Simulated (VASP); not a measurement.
# InP (F-43m) in VASP: a series of runs

InP is run at these levels: PBEsol; tasks: single point, relaxation of cell and atoms.

Program: VASP 6.6.1. These are calculated values, not measurements. Logs are shortened: lines on timing, memory, paths and dates and some standing lists are left out, and cuts for length are marked.

## Step 1: The cell of the first run

Symmetry: F-43m, No. 216, cubic system. The conventional cell has a = 5.240 Å, b = 5.240 Å, c = 5.240 Å, α = 90.00°, β = 90.00°, γ = 90.00°. In (site symmetry -43m) has 4 P at 2.27 Å within 3.0 Å. Within 3.0 Å of P (site symmetry -43m) lie 4 In at 2.27 Å.

## Step 2: Single point, PBEsol

Contents of INCAR:

```
SYSTEM = InP
  PREC = Accurate
  ENCUT = 520
  EDIFF = 1E-6
  ISMEAR = 0
  SIGMA = 0.01
  LREAL = .FALSE.
  LASPH = .TRUE.
  NELM = 100
  ALGO = Normal
  ISIF = 2
  LWAVE = .FALSE.
  LCHARG = .FALSE.
  GGA = PS
  NBANDS = 16
```

Contents of KPOINTS:

```
regular mesh
0
G
  10 10 10
  0 0 0
```

Contents of POSCAR:

```
InP
1.0
    0.0000000000      2.6198136312      2.6198136312
    2.6198136312      0.0000000000      2.6198136312
    2.6198136312      2.6198136312      0.0000000000
In P
1 1
Direct
    0.0000000000      0.0000000000      0.0000000000
    0.7500000000      0.7500000000      0.7500000000
```

Potentials or basis: VASP PAW PBE potentials, release 64 (In_d, P).

Run with:

```
$ cat potpaw_PBE.64/In_d/POTCAR potpaw_PBE.64/P/POTCAR > POTCAR
$ mpirun -np 1 vasp_std > vasp.out
```

OUTCAR:

```text
SYSTEM = InP
   PREC = Accurate
   ENCUT = 520
   EDIFF = 1E-6
   ISMEAR = 0
   LREAL = .FALSE.
   LASPH = .TRUE.
   NELM = 100
   ISIF = 2
   GGA = PS

 ion  position               nearest neighbor table
   1  0.000  0.000  0.000-   2 2.27   2 2.27   2 2.27   2 2.27
   2  0.750  0.750  0.750-   1 2.27   1 2.27   1 2.27   1 2.27

  LATTYP: Found a face centered cubic cell.
 ALAT       =     5.2396272624

  Lattice vectors:

 A1 = (   0.0000000000,   2.6198136312,   2.6198136312)
 A2 = (   2.6198136312,   0.0000000000,   2.6198136312)
 A3 = (   2.6198136312,   2.6198136312,   0.0000000000)

Analysis of symmetry for initial positions (statically):
=====================================================================
 Subroutine PRICEL returns:
 Original cell was already a primitive cell.

 Routine SETGRP: Setting up the symmetry group for a
 face centered cubic supercell.

 Subroutine GETGRP returns: Found 24 space group operations
 (whereof 24 operations were pure point group operations)
 out of a pool of 48 trial point group operations.

The static configuration has the point symmetry T_d .

Analysis of symmetry for dynamics (positions and initial velocities):
=====================================================================
 Subroutine PRICEL returns:
 Original cell was already a primitive cell.

 Routine SETGRP: Setting up the symmetry group for a
 face centered cubic supercell.

 Subroutine GETGRP returns: Found 24 space group operations
 (whereof 24 operations were pure point group operations)
 out of a pool of 48 trial point group operations.

The dynamic configuration has the point symmetry T_d .

 Subroutine INISYM returns: Found 24 space group operations
 (whereof 24 operations are pure point group operations),
 and found     1 'primitive' translations

----------------------------------------------------------------------------------------

                                     Primitive cell

  volume of cell :      35.9618

  direct lattice vectors                    reciprocal lattice vectors
     0.000000000  2.619813631  2.619813631    -0.190853271  0.190853271  0.190853271
     2.619813631  0.000000000  2.619813631     0.190853271 -0.190853271  0.190853271
     2.619813631  2.619813631  0.000000000     0.190853271  0.190853271 -0.190853271

  length of vectors
     3.704975968  3.704975968  3.704975968     0.330567562  0.330567562  0.330567562

  position of ions in fractional coordinates (direct lattice)
     0.000000000  0.000000000  0.000000000
     0.750000000  0.750000000  0.750000000

  ion indices of the primitive-cell ions
   primitive index   ion index
                 1           1
                 2           2

----------------------------------------------------------------------------------------

 KPOINTS: regular mesh

Automatic generation of k-mesh.
 Grid dimensions read from file:
 generate k-points for:   10   10   10

 Generating k-lattice:

  Cartesian coordinates                     Fractional coordinates (reciprocal lattice)
    -0.019085327  0.019085327  0.019085327     0.100000000  0.000000000  0.000000000
     0.019085327 -0.019085327  0.019085327     0.000000000  0.100000000  0.000000000
     0.019085327  0.019085327 -0.019085327     0.000000000  0.000000000  0.100000000

  Length of vectors
     0.033056756  0.033056756  0.033056756

  Shift w.r.t. Gamma in fractional coordinates (k-lattice)
     0.000000000  0.000000000  0.000000000

 Subroutine IBZKPT returns following result:
 ===========================================

 Found     47 irreducible k-points:

 Following reciprocal coordinates:
            Coordinates               Weight
  0.000000  0.000000  0.000000      1.000000
  0.100000  0.000000  0.000000      8.000000
  0.200000  0.000000  0.000000      8.000000
  0.300000  0.000000  0.000000      8.000000
  0.400000  0.000000  0.000000      8.000000
  0.500000  0.000000  0.000000      4.000000
[... 16 lines left out ...]
  0.300000  0.300000  0.000000      6.000000
  0.400000  0.300000  0.000000     24.000000
 [... further k-points ...]
   k-points           NKPTS =     47   k-points in BZ     NKDIM =     47   number of bands    NBANDS=     16
   number of dos      NEDOS =    301   number of ions     NIONS =      2
   total plane-waves  NPLWV =  21952
   dimension x,y,z NGX =    28 NGY =   28 NGZ =   28
   dimension x,y,z NGXF=    56 NGYF=   56 NGZF=   56
   ions per type =               1   1
   NGX,Y,Z   is equivalent  to a cutoff of  12.56, 12.56, 12.56 a.u.
   NGXF,Y,Z  is equivalent  to a cutoff of  25.13, 25.13, 25.13 a.u.
 SYSTEM =  InP
   PREC   = accura    normal or accurate (medium, high low for compatibility)
   ISTART =      0    job   : 0-new  1-cont  2-samecut
   ICHARG =      2    charge: 1-file 2-atom 10-const
   ISPIN  =      1    spin polarized calculation?
   LNONCOLLINEAR =      F non collinear calculations
   LSORBIT =      F    spin-orbit coupling
   LASPH  =      T    aspherical Exc in radial PAW
   ENCUT  =  520.0 eV  38.22 Ry    6.18 a.u.   6.89  6.89  6.89*2*pi/ulx,y,z
   NELM   =    100;   NELMIN=  2; NELMDL= -5     # of ELM steps
   EDIFF  = 0.1E-05   stopping-criterion for ELM
   LREAL  =      F    real-space projection
   EDIFFG = 0.1E-04   stopping-criterion for IOM
   NSW    =      0    number of steps for IOM
   IBRION =     -1    ionic relax: 0-MD 1-quasi-New 2-CG
   NFREE  =      0    steps in history (QN), initial steepest desc. (CG)
   ISIF   =      2    stress and relaxation
   ISYM   =      2    0-nonsym 1-usesym 2-fastsym
   POTIM  = 0.5000    time-step for ionic-motion
   TEBEG  =    0.0;   TEEND  =   0.0 temperature during run
   PSTRESS=    0.0 pullay stress
   NELECT =      18.0000    total number of electrons
   NUPDOWN=      -1.0000    fix difference up-down
   EMIN   =  10.00;   EMAX   =-10.00  energy-range for DOS
   EFERMI =   0.00;   METHOD = LEGACY
   ISMEAR =     0;   SIGMA  =   0.01  broadening in eV -4-tet -1-fermi 0-gaus
   EFERMI_NEDOS =   21; number of points for ismear=-14 and -15
   IALGO  =     38    algorithm
   IMIX   =      4    mixing-type and parameters
     AMIX     =   0.40;   BMIX     =  1.00
     AMIX_MAG =   1.60;   BMIX_MAG =  1.00
  volume/ion in A,a.u.               =      17.98       121.34
  Fermi-wavevector in a.u.,A,eV,Ry     =   1.299826  2.456315 22.987696  1.689548
  Thomas-Fermi vector in A             =   2.431065
   LORBIT       =      0    0 simple, 1 ext, 2 COOP (PROOUT), +10 PAW based schemes
   GGA     = PS    functional components
   LHFCALC =     F    Hartree Fock is set to
   AEXX    =    0.0000 exact exchange contribution
   IVDW    =     0    specifies the selected vdW correction
   LEPSILON=     F    determine dielectric tensor
   LRPA    =     F    only Hartree local field effects (RPA)
 non-spin polarized calculation
 Gauss-broadening in eV      SIGMA  =   0.01
  energy-cutoff  :      520.00
  volume of cell :       35.96
 maximum number of plane-waves:       982
   NGX = 13   NGY = 13   NGZ = 13

 number of electron      18.0000000 magnetization

 Free energy of the ion-electron system (eV)
  ---------------------------------------------------
  ext. energy  EPLUGINS =         0.00000000
  ---------------------------------------------------
  free energy    TOTEN  =        -7.46602625 eV

  energy without entropy =       -7.46602625  energy(sigma->0) =       -7.46602625

 E-fermi :   9.7471     XC(G=0): -11.0460

 val. band max:        9.6365924700   @ k =   0.0000   0.0000   0.0000
 cond. band min:      10.5043595420   @ k =   0.5000   0.5000   0.0000
 fundamental gap:      0.8677670720
 Fermi energy:         9.7470840096

 k-point     1 :       0.0000    0.0000    0.0000
  band No.  band energies     occupation
      1      -5.8493      2.00000
      2      -5.8493      2.00000
      3      -5.8493      2.00000
      4      -5.4349      2.00000
      5      -5.4349      2.00000
      6      -4.8673      2.00000
[... 8 lines left out ...]
     15      19.4918      0.00000
     16      19.6551      0.00000

 k-point     2 :       0.1000    0.0000    0.0000
  band No.  band energies     occupation
      1      -5.9128      2.00000
      2      -5.8352      2.00000
      3      -5.8352      2.00000
      4      -5.4356      2.00000
      5      -5.4356      2.00000
      6      -4.6547      2.00000
[... 8 lines left out ...]
     15      18.7641      0.00000
     16      20.0815      0.00000

 k-point     3 :       0.2000    0.0000    0.0000
  band No.  band energies     occupation
      1      -6.0315      2.00000
      2      -5.8014      2.00000
      3      -5.8014      2.00000
      4      -5.4335      2.00000
      5      -5.4335      2.00000
      6      -4.0896      2.00000
[... 8 lines left out ...]
     15      18.2089      0.00000
     16      19.5351      0.00000

 k-point     4 :       0.3000    0.0000    0.0000
  band No.  band energies     occupation
      1      -6.1385      2.00000
      2      -5.7677      2.00000
      3      -5.7677      2.00000
      4      -5.4214      2.00000
      5      -5.4214      2.00000
      6      -3.2532      2.00000
[... 8 lines left out ...]
     15      18.6681      0.00000
     16      19.2648      0.00000

 k-point     5 :       0.4000    0.0000    0.0000
  band No.  band energies     occupation
      1      -6.2105      2.00000
      2      -5.7486      2.00000
      3      -5.7486      2.00000
      4      -5.4024      2.00000
      5      -5.4024      2.00000
      6      -2.2656      2.00000
[... 8 lines left out ...]
     15      19.9180      0.00000
     16      20.0234      0.00000

 k-point     6 :       0.5000    0.0000    0.0000
  band No.  band energies     occupation
      1      -6.2360      2.00000
      2      -5.7433      2.00000
      3      -5.7433      2.00000
      4      -5.3928      2.00000
      5      -5.3928      2.00000
      6      -1.6651      2.00000
[... 8 lines left out ...]
     15      20.8432      0.00000
     16      20.8432      0.00000

 k-point     7 :       0.1000    0.1000    0.0000
  band No.  band energies     occupation
      1      -5.9413      2.00000
      2      -5.8223      2.00000
      3      -5.8223      2.00000
      4      -5.4505      2.00000
      5      -5.4247      2.00000
      6      -4.5894      2.00000
[... 8 lines left out ...]
     15      19.5482      0.00000
     16      20.6752      0.00000

 k-point     8 :       0.2000    0.1000    0.0000
  band No.  band energies     occupation
      1      -6.0316      2.00000
      2      -5.7950      2.00000
      3      -5.7879      2.00000
      4      -5.4642      2.00000
      5      -5.4149      2.00000
      6      -4.1533      2.00000
[... 8 lines left out ...]
     15      19.1993      0.00000
     16      20.7480      0.00000

 k-point     9 :       0.3000    0.1000    0.0000
  band No.  band energies     occupation
      1      -6.1253      2.00000
      2      -5.7665      2.00000
      3      -5.7512      2.00000
      4      -5.4643      2.00000
      5      -5.4023      2.00000
      6      -3.4153      2.00000
[... 8 lines left out ...]
     15      19.3602      0.00000
     16      20.1534      0.00000
[... 172 lines left out ...]
 k-point    19 :       0.5000    0.2000    0.0000
  band No.  band energies     occupation
      1      -6.2392      2.00000
      2      -5.7102      2.00000
      3      -5.6675      2.00000
      4      -5.4817      2.00000
      5      -5.3792      2.00000
      6      -1.4976      2.00000
[... 8 lines left out ...]
     15      20.9333      0.00000
     16      22.3659      0.00000

 k-point    20 :      -0.4000    0.2000    0.0000
  band No.  band energies     occupation
      1      -6.2341      2.00000
      2      -5.7192      2.00000
      3      -5.6742      2.00000
      4      -5.4486      2.00000
      5      -5.4066      2.00000
      6      -1.2970      2.00000
[... 8 lines left out ...]
     15      19.7981      0.00000
     16      21.7142      0.00000

 k-point    21 :      -0.3000    0.2000    0.0000
  band No.  band energies     occupation
      1      -6.2019      2.00000
      2      -5.7293      2.00000
      3      -5.6985      2.00000
      4      -5.4399      2.00000
      5      -5.4271      2.00000
      6      -2.0850      2.00000
[... 8 lines left out ...]
     15      20.9352      0.00000
     16      22.2037      0.00000

 k-point    22 :      -0.2000    0.2000    0.0000
  band No.  band energies     occupation
      1      -6.1500      2.00000
      2      -5.7450      2.00000
      3      -5.7404      2.00000
      4      -5.4558      2.00000
      5      -5.4184      2.00000
      6      -2.9891      2.00000
[... 8 lines left out ...]
     15      21.0516      0.00000
     16      22.0207      0.00000

 k-point    23 :       0.3000    0.3000    0.0000
  band No.  band energies     occupation
      1      -6.2243      2.00000
      2      -5.6544      2.00000
      3      -5.6544      2.00000
      4      -5.5640      2.00000
      5      -5.3646      2.00000
      6      -2.8104      2.00000
[... 8 lines left out ...]
     15      19.9388      0.00000
     16      24.2578      0.00000

 k-point    24 :       0.4000    0.3000    0.0000
  band No.  band energies     occupation
      1      -6.2652      2.00000
      2      -5.6344      2.00000
      3      -5.6171      2.00000
      4      -5.5730      2.00000
      5      -5.3535      2.00000
      6      -2.0817      2.00000
[... 8 lines left out ...]
     15      20.5316      0.00000
     16      24.0492      0.00000

 [... further k-points ...]
[... 5 lines left out ...]
  --------------------------------------------------------------------------------------
  -------------------------------------------------------------------------------------
  Total       11.1492917     11.1492917     11.1492917      0.0000000     -0.0000000     -0.0000000
  in kB      496.7257484    496.7257484    496.7257484      0.0000000     -0.0000000     -0.0000000
  external PRESSURE =     496.7257484 kB  Pullay stress =       0.0000000 kB

 VOLUME and BASIS-vectors are now :
 -----------------------------------------------------------------------------
  energy-cutoff  :      520.00
  volume of cell :       35.96
      direct lattice vectors                 reciprocal lattice vectors
     0.000000000  2.619813631  2.619813631    -0.190853271  0.190853271  0.190853271
     2.619813631  0.000000000  2.619813631     0.190853271 -0.190853271  0.190853271
     2.619813631  2.619813631  0.000000000     0.190853271  0.190853271 -0.190853271

 POSITION                                       TOTAL-FORCE (eV/Angst)
 -----------------------------------------------------------------------------------
      0.00000      0.00000      0.00000        -0.000000     -0.000000     -0.000000
      3.92972      3.92972      3.92972         0.000000      0.000000      0.000000
 -----------------------------------------------------------------------------------
    total drift:                                0.000000      0.000000      0.000000

  FREE ENERGIE OF THE ION-ELECTRON SYSTEM (eV)
  ---------------------------------------------------
  free  energy   TOTEN  =        -7.4660262513 eV

  energy  without entropy=       -7.4660262513  energy(sigma->0) =       -7.46602625
```

It took 11 s on 1 thread of Intel Xeon 6975P-C (Granite Rapids), shared host; peak memory 0.16 GiB.

What came out:

* Free energy: -7.4660 eV
* Pressure: 49.7 GPa
* Band gap on the k mesh: 0.87 eV, indirect (least direct gap 2.22 eV)

Caveat: the PAW data sets were made with another functional, which shifts forces and pressure a little; spin-orbit coupling is left out, which moves the levels of the heavy elements.

## Step 3: Relaxation of cell and atoms, PBEsol, target pressure 50 GPa, at which the enthalpy is minimised

This run uses another cell than the first one, of 25.39 Å³/atom, 1.412 times its volume.

Contents of INCAR:

```
SYSTEM = InP
  ALGO = Normal
  EDIFF = 1E-6
  EDIFFG = -0.001
  ENCUT = 600
  GGA = PS
  IBRION = 2
  ISIF = 3
  ISMEAR = 0
  LASPH = .TRUE.
  LCHARG = .FALSE.
  LREAL = .FALSE.
  LWAVE = .FALSE.
  NELM = 100
  NSW = 80
  PREC = Accurate
  PSTRESS = 500.0
  SIGMA = 0.01
```

Contents of KPOINTS:

```
k-points
0
G
  10 10 10
  0 0 0
```

Contents of POSCAR:

```
InP
1.0
    0.0000000000      2.9390910331      2.9390910331
    2.9390910331      0.0000000000      2.9390910331
    2.9390910331      2.9390910331      0.0000000000
In P
1 1
Direct
    0.0000000000      0.0000000000      0.0000000000
    0.7500000000      0.7500000000      0.7500000000
```

Potentials or basis: VASP PAW PBE potentials, release 64 (In_d, P).

Run with:

```
$ cat potpaw_PBE.64/In_d/POTCAR potpaw_PBE.64/P/POTCAR > POTCAR
$ mpirun -np 1 vasp_std > vasp.out
```

It took 2.3 min on 1 thread of Intel Xeon 6975P-C (Granite Rapids), shared host; peak memory 0.25 GiB.

Results (log left out):

```
Free energy                                            : -7.4575 eV
Relaxed volume                                         : 17.96 Å³/atom
Relaxed cell                                           : a = 3.704 Å, b = 3.704 Å, c = 3.704 Å, α = 60.00°, β = 60.00°, γ = 60.00°
Space group after relaxing (to 0.05 Å)                 : F-43m (No. 216)
Energy change on relaxing (the enthalpy is what falls) : +849.8 meV/atom
Ionic steps                                            : 26
Pressure after relaxing                                : 50.0 GPa
Band gap on the k mesh                                 : 0.87 eV, indirect (least direct gap 2.22 eV)
```

The path:
| step | energy change (eV) | largest force (eV/Å) | pressure (GPa) | volume (Å³) |
| --- | --- | --- | --- | --- |
| 1 | 0.0000 | 0.0000 | 0.02 | 50.78 |
| 2 | 69.8778 | 0.0000 | 1990.47 | 11.98 |
| 3 | 0.5470 | 0.0000 | 22.20 | 41.26 |
| 4 | 0.8625 | 0.0000 | 30.39 | 39.32 |
| 5 | 1.7846 | 0.0000 | 51.93 | 35.66 |
| 6 | 1.6923 | 0.0000 | 49.84 | 35.95 |
| 7 | 1.6923 | 0.0000 | 49.84 | 35.95 |
| 8 | 1.6925 | 0.0000 | 49.84 | 35.95 |
| 9 | 1.6925 | 0.0000 | 49.84 | 35.95 |
| 10 | 1.6925 | 0.0000 | 49.84 | 35.95 |
| 11 | 1.6925 | 0.0000 | 49.84 | 35.95 |
| 12 | 1.6925 | 0.0000 | 49.84 | 35.95 |
| 13 | 1.6925 | 0.0000 | 49.84 | 35.95 |
| 14 | 1.6925 | 0.0000 | 49.84 | 35.95 |
| 15 | 1.6926 | 0.0000 | 49.84 | 35.95 |
| 16 | 1.6926 | 0.0000 | 49.84 | 35.95 |
| 17 | 1.6927 | 0.0000 | 49.84 | 35.95 |
| 18 | 1.6929 | 0.0000 | 49.85 | 35.95 |
| 19 | 1.6933 | 0.0000 | 49.85 | 35.95 |
| 20 | 1.6940 | 0.0000 | 49.85 | 35.95 |
| 21 | 1.6955 | 0.0000 | 49.92 | 35.94 |
| 22 | 1.6986 | 0.0000 | 49.98 | 35.93 |
| 23 | 1.6993 | 0.0000 | 49.98 | 35.93 |
| 24 | 1.7008 | 0.0000 | 50.04 | 35.93 |
| 25 | 1.6999 | 0.0000 | 50.03 | 35.93 |
| 26 | 1.6996 | 0.0000 | 50.01 | 35.93 |

Final structure:
```cif
data_structure
_symmetry_space_group_name_H-M 'P 1'
_symmetry_Int_Tables_number 1
_cell_length_a 3.7039
_cell_length_b 3.7039
_cell_length_c 3.7039
_cell_angle_alpha 60.000
_cell_angle_beta 60.000
_cell_angle_gamma 60.000
_cell_volume 35.93
loop_
_atom_site_label
_atom_site_type_symbol
_atom_site_fract_x
_atom_site_fract_y
_atom_site_fract_z
_atom_site_occupancy
In1 In 0.00000 0.00000 0.00000 1
P1 P 0.75000 0.75000 0.75000 1
```

Levels at points of the mesh, in eV from the valence-band top:
```tsv
k point	band 5	band 6	band 7	band 8	band 9	band 10	band 11	band 12	band 13
(0.00, 0.00, 0.00)	-15.08	-14.51	0.00	0.00	0.00	2.22	3.70	3.70	3.70
(0.50, 0.00, 0.00)	-15.03	-11.31	-8.17	-1.64	-1.64	2.07	4.49	4.49	7.14
(0.50, 0.50, 0.00)	-14.97	-10.28	-7.68	-3.83	-3.83	0.87	1.72	10.62	11.49
```

Caveat: the cell is relaxed towards a set pressure, so the enthalpy falls and the energy may rise; the volume moved by over 15 % at a fixed basis, so the end points are rough; the PAW data sets were made with another functional, which shifts forces and pressure a little; spin-orbit coupling is left out, which moves the levels of the heavy elements.

[end of part 1 of 2]
